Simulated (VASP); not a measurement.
# AlN in VASP: further runs

The runs below take AlN through single point, with PBEsol, r2SCAN.

All numbers are computed with VASP 6.6.1; they aren't measurements. Logs are shortened: lines on timing, memory, paths and dates and some standing lists are left out, and cuts for length are marked.

**1. The cell of the first run**

Symmetry: P6_3mc, No. 186, hexagonal system. Conventional cell: a = 3.118 Å, b = 3.118 Å, c = 5.438 Å, α = 90.00°, β = 90.00°, γ = 120.00°. Al (site symmetry 3m) has 3 N at 1.82 Å within 2.4 Å. N (site symmetry 3m) has 3 Al at 1.82 Å within 2.4 Å.

**2. Single point, PBEsol (strained)**

Input file INCAR:

```
SYSTEM = AlN
PREC = Accurate
ENCUT = 520
EDIFF = 1E-7
ISMEAR = 0
SIGMA = 0.02
LREAL = .False.
LASPH = .True.
NELM = 60
ALGO = Normal
ISIF = 2
LWAVE = .False.
LCHARG = .True.
GGA = PS
LELF = .True.
LVHAR = .True.
NBANDS = 16
```

Input file KPOINTS:

```
regular mesh
0
Gamma
  9 9 6
  0 0 0
```

Input file POSCAR:

```
AlN
1.0
    3.1184996668      0.0000000000      0.0000000000
   -1.5592498334      2.7006999331      0.0000000000
    0.0000000000      0.0000000000      5.4380169800
Al N
2 2
Direct
    0.3333333333      0.6666666667     -0.0301325834
    0.6666666667      0.3333333333      0.4698674166
    0.3333333333      0.6666666667      0.4151325834
    0.6666666667      0.3333333333      0.9151325834
```

Potentials or basis: VASP PAW PBE potentials, release 64 (Al, N).

Started as:

```sh
cat potpaw_PBE.64/Al/POTCAR potpaw_PBE.64/N/POTCAR > POTCAR
mpirun -np 1 vasp_std > vasp.out
```

OUTCAR:

```text
SYSTEM = AlN
   PREC = Accurate
   ENCUT = 520
   EDIFF = 1E-7
   ISMEAR = 0
   LREAL = .False.
   LASPH = .True.
   NELM = 60
   ISIF = 2
   GGA = PS

 ion  position               nearest neighbor table
   1  0.333  0.667  0.970-   4 1.82   4 1.82   4 1.82   3 2.42   2 3.26   2 3.26   2 3.26   2 3.26
                             2 3.26   2 3.26
   2  0.667  0.333  0.470-   3 1.82   3 1.82   3 1.82   4 2.42   1 3.26   1 3.26   1 3.26   1 3.26
                             1 3.26   1 3.26
   3  0.333  0.667  0.415-   2 1.82   2 1.82   2 1.82   1 2.42
   4  0.667  0.333  0.915-   1 1.82   1 1.82   1 1.82   2 2.42

  LATTYP: Found a hexagonal cell.
 ALAT       =     3.1184996668
 C/A-ratio  =     1.7437927084

  Lattice vectors:

 A1 = (   3.1184996668,   0.0000000000,   0.0000000000)
 A2 = (  -1.5592498334,   2.7006999331,   0.0000000000)
 A3 = (   0.0000000000,   0.0000000000,   5.4380169800)

Analysis of symmetry for initial positions (statically):
=====================================================================
 Subroutine PRICEL returns:
 Original cell was already a primitive cell.

 Routine SETGRP: Setting up the symmetry group for a
 hexagonal supercell.

 Subroutine GETGRP returns: Found 12 space group operations
 (whereof  6 operations were pure point group operations)
 out of a pool of 24 trial point group operations.

The static configuration has the point symmetry C_3v.
 The point group associated with its full space group is C_6v.

Analysis of symmetry for dynamics (positions and initial velocities):
=====================================================================
 Subroutine PRICEL returns:
 Original cell was already a primitive cell.

 Routine SETGRP: Setting up the symmetry group for a
 hexagonal supercell.

 Subroutine GETGRP returns: Found 12 space group operations
 (whereof  6 operations were pure point group operations)
 out of a pool of 24 trial point group operations.

The dynamic configuration has the point symmetry C_3v.
 The point group associated with its full space group is C_6v.

 Subroutine INISYM returns: Found 12 space group operations
 (whereof  6 operations are pure point group operations),
 and found     1 'primitive' translations

----------------------------------------------------------------------------------------

                                     Primitive cell

  volume of cell :      45.7997

  direct lattice vectors                    reciprocal lattice vectors
     3.118499667  0.000000000  0.000000000     0.320667022  0.185137191  0.000000000
    -1.559249833  2.700699933  0.000000000     0.000000000  0.370274382  0.000000000
     0.000000000  0.000000000  5.438016980     0.000000000  0.000000000  0.183890562

  length of vectors
     3.118499667  3.118499667  5.438016980     0.370274382  0.370274382  0.183890562

  position of ions in fractional coordinates (direct lattice)
     0.333333333  0.666666667  0.969867417
     0.666666667  0.333333333  0.469867417
     0.333333333  0.666666667  0.415132583
     0.666666667  0.333333333  0.915132583

  ion indices of the primitive-cell ions
   primitive index   ion index
                 1           1
                 2           2
                 3           3
                 4           4

----------------------------------------------------------------------------------------

 KPOINTS: regular mesh

Automatic generation of k-mesh.
 Grid dimensions read from file:
 generate k-points for:    9    9    6

 Generating k-lattice:

  Cartesian coordinates                     Fractional coordinates (reciprocal lattice)
     0.035629669  0.020570799  0.000000000     0.111111111 -0.000000000  0.000000000
     0.000000000  0.041141598  0.000000000     0.000000000  0.111111111  0.000000000
     0.000000000  0.000000000  0.030648427     0.000000000  0.000000000  0.166666667

  Length of vectors
     0.041141598  0.041141598  0.030648427

  Shift w.r.t. Gamma in fractional coordinates (k-lattice)
     0.000000000  0.000000000  0.000000000

 Subroutine IBZKPT returns following result:
 ===========================================

 Found     48 irreducible k-points:

 Following reciprocal coordinates:
            Coordinates               Weight
  0.000000  0.000000  0.000000      1.000000
  0.111111 -0.000000  0.000000      6.000000
  0.222222 -0.000000  0.000000      6.000000
  0.333333 -0.000000  0.000000      6.000000
  0.444444 -0.000000  0.000000      6.000000
  0.111111  0.111111  0.000000      6.000000
[... 16 lines left out ...]
  0.333333  0.222222  0.166667     24.000000
  0.333333  0.333333  0.166667      4.000000
 [... further k-points ...]
   k-points           NKPTS =     48   k-points in BZ     NKDIM =     48   number of bands    NBANDS=     16
   number of dos      NEDOS =    301   number of ions     NIONS =      4
   total plane-waves  NPLWV =  23040
   dimension x,y,z NGX =    24 NGY =   24 NGZ =   40
   dimension x,y,z NGXF=    48 NGYF=   48 NGZF=   80
   ions per type =               2   2
   NGX,Y,Z   is equivalent  to a cutoff of  12.79, 12.79, 12.23 a.u.
   NGXF,Y,Z  is equivalent  to a cutoff of  25.59, 25.59, 24.46 a.u.
 SYSTEM =  AlN
   PREC   = accura    normal or accurate (medium, high low for compatibility)
   ISTART =      0    job   : 0-new  1-cont  2-samecut
   ICHARG =      2    charge: 1-file 2-atom 10-const
   ISPIN  =      1    spin polarized calculation?
   LNONCOLLINEAR =      F non collinear calculations
   LSORBIT =      F    spin-orbit coupling
   LASPH  =      T    aspherical Exc in radial PAW
   ENCUT  =  520.0 eV  38.22 Ry    6.18 a.u.   5.80  5.80 10.11*2*pi/ulx,y,z
   NELM   =     60;   NELMIN=  2; NELMDL= -5     # of ELM steps
   EDIFF  = 0.1E-06   stopping-criterion for ELM
   LREAL  =      F    real-space projection
   EDIFFG = 0.1E-05   stopping-criterion for IOM
   NSW    =      0    number of steps for IOM
   IBRION =     -1    ionic relax: 0-MD 1-quasi-New 2-CG
   NFREE  =      0    steps in history (QN), initial steepest desc. (CG)
   ISIF   =      2    stress and relaxation
   ISYM   =      2    0-nonsym 1-usesym 2-fastsym
   POTIM  = 0.5000    time-step for ionic-motion
   TEBEG  =    0.0;   TEEND  =   0.0 temperature during run
   PSTRESS=    0.0 pullay stress
   NELECT =      16.0000    total number of electrons
   NUPDOWN=      -1.0000    fix difference up-down
   EMIN   =  10.00;   EMAX   =-10.00  energy-range for DOS
   EFERMI =   0.00;   METHOD = LEGACY
   ISMEAR =     0;   SIGMA  =   0.02  broadening in eV -4-tet -1-fermi 0-gaus
   EFERMI_NEDOS =   21; number of points for ismear=-14 and -15
   IALGO  =     38    algorithm
   IMIX   =      4    mixing-type and parameters
     AMIX     =   0.40;   BMIX     =  1.00
     AMIX_MAG =   1.60;   BMIX_MAG =  1.00
  volume/ion in A,a.u.               =      11.45        77.27
  Fermi-wavevector in a.u.,A,eV,Ry     =   1.152995  2.178844 18.087540  1.329397
  Thomas-Fermi vector in A             =   2.289642
   LORBIT       =      0    0 simple, 1 ext, 2 COOP (PROOUT), +10 PAW based schemes
   GGA     = PS    functional components
   LHFCALC =     F    Hartree Fock is set to
   AEXX    =    0.0000 exact exchange contribution
   IVDW    =     0    specifies the selected vdW correction
   LEPSILON=     F    determine dielectric tensor
   LRPA    =     F    only Hartree local field effects (RPA)
 non-spin polarized calculation
 Gauss-broadening in eV      SIGMA  =   0.02
  energy-cutoff  :      520.00
  volume of cell :       45.80
 maximum number of plane-waves:      1263
 NGX is ok and might be reduce to    24
   NGX = 11   NGY = 11   NGZ = 21

 number of electron      15.9999998 magnetization

 Free energy of the ion-electron system (eV)
  ---------------------------------------------------
  ext. energy  EPLUGINS =         0.00000000
  ---------------------------------------------------
  free energy    TOTEN  =       -30.30663585 eV

  energy without entropy =      -30.30663585  energy(sigma->0) =      -30.30663585

 E-fermi :   5.6821     XC(G=0): -10.6636

 val. band max:        5.5911159215   @ k =   0.0000   0.0000   0.0000
 cond. band min:       8.2329959521   @ k =   0.0000   0.0000   0.0000
 fundamental gap:      2.6418800305
 Fermi energy:         5.6820626199

 k-point     1 :       0.0000    0.0000    0.0000
  band No.  band energies     occupation
      1      -9.5821      2.00000
      2      -8.1337      2.00000
      3      -0.1539      2.00000
      4       4.0951      2.00000
      5       4.0951      2.00000
      6       4.4936      2.00000
[... 8 lines left out ...]
     15      17.4580      0.00000
     16      17.4580      0.00000

 k-point     2 :       0.1111   -0.0000    0.0000
  band No.  band energies     occupation
      1      -9.4296      2.00000
      2      -8.0262      2.00000
      3       0.0374      2.00000
      4       3.4428      2.00000
      5       3.8236      2.00000
      6       3.9407      2.00000
[... 8 lines left out ...]
     15      16.8332      0.00000
     16      17.8382      0.00000

 k-point     3 :       0.2222   -0.0000    0.0000
  band No.  band energies     occupation
      1      -9.0000      2.00000
      2      -7.7442      2.00000
      3       0.5944      2.00000
      4       2.0205      2.00000
      5       2.5802      2.00000
      6       3.6088      2.00000
[... 8 lines left out ...]
     15      17.6855      0.00000
     16      17.8915      0.00000

 k-point     4 :       0.3333   -0.0000    0.0000
  band No.  band energies     occupation
      1      -8.3928      2.00000
      2      -7.4219      2.00000
      3       0.6236      2.00000
      4       1.3573      2.00000
      5       1.4973      2.00000
      6       3.2886      2.00000
[... 8 lines left out ...]
     15      16.9589      0.00000
     16      18.5671      0.00000
[... 324 lines left out ...]
 k-point    22 :       0.2222    0.2222    0.1667
  band No.  band energies     occupation
      1      -8.0333      2.00000
      2      -7.3479      2.00000
      3       0.7405      2.00000
      4       0.7880      2.00000
      5       2.3895      2.00000
      6       2.4562      2.00000
[... 8 lines left out ...]
     15      15.8221      0.00000
     16      19.4291      0.00000

 k-point    23 :       0.3333    0.2222    0.1667
  band No.  band energies     occupation
      1      -7.5734      2.00000
      2      -7.2371      2.00000
      3       0.2169      2.00000
      4       0.7562      2.00000
      5       1.7408      2.00000
      6       2.5442      2.00000
[... 8 lines left out ...]
     15      16.5487      0.00000
     16      19.2926      0.00000

 k-point    24 :       0.3333    0.3333    0.1667
  band No.  band energies     occupation
      1      -7.3050      2.00000
      2      -7.3050      2.00000
      3       0.5743      2.00000
      4       0.9891      2.00000
      5       0.9891      2.00000
      6       1.9147      2.00000
[... 8 lines left out ...]
     15      16.7057      0.00000
     16      20.0235      0.00000

 [... further k-points ...]

------------------------ aborting loop because EDIFF is reached ----------------------------------------

  FORCE on cell =-STRESS in cart. coord.  units (eV):
  Direction    XX          YY          ZZ          XY          YZ          ZX
  --------------------------------------------------------------------------------------
  -------------------------------------------------------------------------------------
  Total        1.6704511      1.6704511     -5.0494989      0.0000000      0.0000000      0.0000000
  in kB       58.4361701     58.4361701   -176.6429329      0.0000000      0.0000000      0.0000000
  external PRESSURE =     -19.9235309 kB  Pullay stress =       0.0000000 kB

 VOLUME and BASIS-vectors are now :
 -----------------------------------------------------------------------------
  energy-cutoff  :      520.00
  volume of cell :       45.80
      direct lattice vectors                 reciprocal lattice vectors
     3.118499667  0.000000000  0.000000000     0.320667022  0.185137191  0.000000000
    -1.559249833  2.700699933  0.000000000     0.000000000  0.370274382  0.000000000
     0.000000000  0.000000000  5.438016980     0.000000000  0.000000000  0.183890562

 POSITION                                       TOTAL-FORCE (eV/Angst)
 -----------------------------------------------------------------------------------
     -0.00000      1.80047      5.27416        -0.000000      0.000000      0.979868
      1.55925      0.90023      2.55515        -0.000000     -0.000000      0.979868
     -0.00000      1.80047      2.25750        -0.000000      0.000000     -0.979868
      1.55925      0.90023      4.97651         0.000000     -0.000000     -0.979868
 -----------------------------------------------------------------------------------
    total drift:                               -0.000000      0.000000     -0.000348

  FREE ENERGIE OF THE ION-ELECTRON SYSTEM (eV)
  ---------------------------------------------------
  free  energy   TOTEN  =       -30.3066358505 eV

  energy  without entropy=      -30.3066358505  energy(sigma->0) =      -30.30663585
```

It took 13 s on 1 thread of Intel Xeon 6975P-C (Granite Rapids), shared host; peak memory 0.17 GiB.

What came out:

```
Free energy            : -30.3066 eV
Pressure               : -2.0 GPa
Largest force          : 0.980 eV/Å
Band gap on the k mesh : 2.64 eV, direct
```

Forces on the atoms (eV/Å):
```
Al   0.000  0.000  0.980
Al   0.000  0.000  0.980
N    0.000  0.000 -0.980
N    0.000  0.000 -0.980
```

Levels at points of the mesh, in eV from the valence-band top:
```csv
k point,band 6,band 7,band 8,band 9,band 10,band 11
"(0.00, 0.00, 0.00)",-1.10,-1.10,0.00,2.64,6.15,9.22
"(0.00, 0.00, 0.50)",-1.30,-1.30,-1.30,5.49,5.49,9.00
```

Caveat: the cell differs from its parent crystal (strained); the PAW data sets were made with another functional, which shifts forces and pressure a little.

**3. Single point, r2SCAN (functional r2SCAN, strained)**

Input file POSCAR:

```
AlN
1.0
    3.1042201669      0.0000000000      0.0000000000
   -1.5521100835      2.6883335235      0.0000000000
    0.0000000000      0.0000000000      5.0418179600
Al N
2 2
Direct
    0.3333333333      0.6666666667      0.0301325834
    0.6666666667      0.3333333333      0.5301325834
    0.3333333333      0.6666666667      0.3548674166
    0.6666666667      0.3333333333      0.8548674166
```

Input file INCAR.step1:

```
ALGO     = Normal         # electronic algorithm
EDIFF    = 1E-4           # SCF threshold, eV
ENCUT    = 520            # plane-wave cutoff, eV
GGA      = PE             # functional
ISMEAR   = 0              # smearing method
LASPH    = T              # aspherical terms in the spheres
LCHARG   = F              # write CHGCAR
LREAL    = F              # projectors in reciprocal space
LWAVE    = T              # write WAVECAR
NBANDS   = 16             # bands
NELM     = 100            # most SCF steps
PREC     = Accurate       # precision mode
SIGMA    = 0.02           # smearing width, eV
```

Input file INCAR.step2:

```
ALGO     = Normal         # electronic algorithm
EDIFF    = 1E-6           # SCF threshold, eV
ENCUT    = 520            # plane-wave cutoff, eV
ISIF     = 2              # what is computed and relaxed
ISMEAR   = 0              # smearing method
ISTART   = 1            
LASPH    = T              # aspherical terms in the spheres
LCHARG   = F              # write CHGCAR
LMIXTAU  = T            
LREAL    = F              # projectors in reciprocal space
LWAVE    = F              # write WAVECAR
METAGGA  = R2SCAN         # meta-GGA
NBANDS   = 16             # bands
NELM     = 100            # most SCF steps
PREC     = Accurate       # precision mode
SIGMA    = 0.02           # smearing width, eV
```

Input file KPOINTS:

```
k-points
0
Gamma
  9 9 6
```

Potentials or basis: VASP PAW PBE potentials, release 64 (Al, N).

Started as:

```sh
cat potpaw_PBE.64/Al/POTCAR potpaw_PBE.64/N/POTCAR > POTCAR
cp INCAR.step1 INCAR
mpirun -np 1 vasp_std > vasp.out
cp INCAR.step2 INCAR
mpirun -np 1 vasp_std > vasp.out
```

It took 39 s on 1 thread of Intel Xeon 6975P-C (Granite Rapids), shared host; peak memory 0.17 GiB.

Results (log left out):

| Item | Value |
| --- | --- |
| Free energy | -36.8643 eV |
| Pressure | 10.6 GPa |
| Largest force | 7.211 eV/Å |
| Band gap on the k mesh | 4.47 eV, direct |

Forces in eV/Å, atoms in the order of the input:
```
Al   0.000  0.000 -7.211
Al   0.000  0.000 -7.211
N    0.000  0.000  7.211
N    0.000  0.000  7.211
```

Stress tensor (GPa, compression positive):
```
-9.41  0.00  0.00
 0.00 -9.41  0.00
 0.00  0.00 50.68
```

Levels at points of the mesh, in eV from the valence-band top:
| k point | band 6 | band 7 | band 8 | band 9 | band 10 | band 11 |
| --- | --- | --- | --- | --- | --- | --- |
| (0.00, 0.00, 0.00) | -0.59 | 0.00 | 0.00 | 4.47 | 7.21 | 10.34 |
| (0.00, 0.00, 0.50) | -0.30 | -0.30 | -0.30 | 6.56 | 6.56 | 10.89 |

Caveat: the cell differs from its parent crystal (functional r2SCAN, strained); the PAW data sets were made with another functional, which shifts forces and pressure a little. A k mesh can miss the band edges.

**4. Single point, PBEsol (atoms moved at random and the cell strained at random)**

Input file INCAR:

```
PREC = Accurate ; ENCUT = 520
EDIFF = 1E-7 ; ISMEAR = 0
SIGMA = 0.02 ; LREAL = False
LASPH = True ; NELM = 80
ALGO = Normal ; ISIF = 2
LWAVE = False ; LCHARG = False
GGA = PS ; NBANDS = 16
```

Input file KPOINTS:

```
Automatic mesh
0
Gamma
  9 9 6
```

Input file POSCAR:

```
AlN
1.0
    3.2150340635      0.0026443518     -0.0053820337
   -1.6052269559      2.8321213309     -0.0004612052
   -0.0086119400     -0.0058242600      5.2029558200
Al N
2 2
Direct
    0.3329920314      0.6674498285     -0.0026416231
    0.6807960019      0.3258543234      0.5049738851
    0.3417501711      0.6935614090      0.3820108477
    0.6444617956      0.3131344391      0.8856568903
```

Started as:

```sh
cat potpaw_PBE.64/Al/POTCAR potpaw_PBE.64/N/POTCAR > POTCAR
mpirun -np 1 vasp_std > vasp.out
```

It took 58 s on 1 thread of Intel Xeon 6975P-C (Granite Rapids), shared host; peak memory 0.26 GiB.

Results (log left out):

```
Free energy            : -30.8317 eV
Pressure               : -19.2 GPa
Largest force          : 1.067 eV/Å
Band gap on the k mesh : 2.93 eV, direct
```

Forces on the atoms (eV/Å):
```
Al  -0.273 -0.377  0.588
Al  -0.605  0.749 -0.272
N    0.424 -0.978  0.050
N    0.454  0.607 -0.366
```

Stress tensor (GPa, compression positive):
```
-19.52  -0.23  -0.02
 -0.23 -18.75   0.59
 -0.02   0.59 -19.22
```

Levels at points of the mesh, in eV from the valence-band top:
```csv
k point,band 5,band 6,band 7,band 8,band 9,band 10,band 11,band 12
"(0.00, 0.00, 0.00)",-0.76,-0.42,-0.16,0.00,2.93,5.40,9.36,9.83
"(0.00, 0.00, 0.50)",-0.94,-0.74,-0.60,-0.18,5.13,5.29,8.99,9.15
```

Caveat: the cell differs from its parent crystal (atoms moved at random and the cell strained at random); the PAW data sets were made with another functional, which shifts forces and pressure a little.

**5. Overview**

| level | cell | gap on the mesh (eV) | pressure (GPa) | largest force (eV/Å) |
| --- | --- | --- | --- | --- |
| PBEsol | a = 3.118, b = 3.118, c = 5.438 Å, angles 90.0, 90.0, 120.0°, 4 atoms | 2.64 | -2.0 | 0.98 |
| r2SCAN | a = 3.104, b = 3.104, c = 5.042 Å, angles 90.0, 90.0, 120.0°, 4 atoms | 4.47 | 10.6 | 7.21 |
| PBEsol | a = 3.215, b = 3.255, c = 5.203 Å, angles 90.0, 90.2, 119.5°, 4 atoms | 2.93 | -19.2 | 1.07 |

Alike in all rows: task single point; potentials or basis VASP PAW PBE potentials, release 64 (Al, N); no spin polarisation; k mesh 9 × 9 × 6; cutoff (eV) 520; smearing gaussian 0.02 eV.

Caveats: the PAW data sets were made with another functional, which shifts forces and pressure a little.

Total energies depend on the potentials used, so only differences within one code and one set of settings carry meaning.
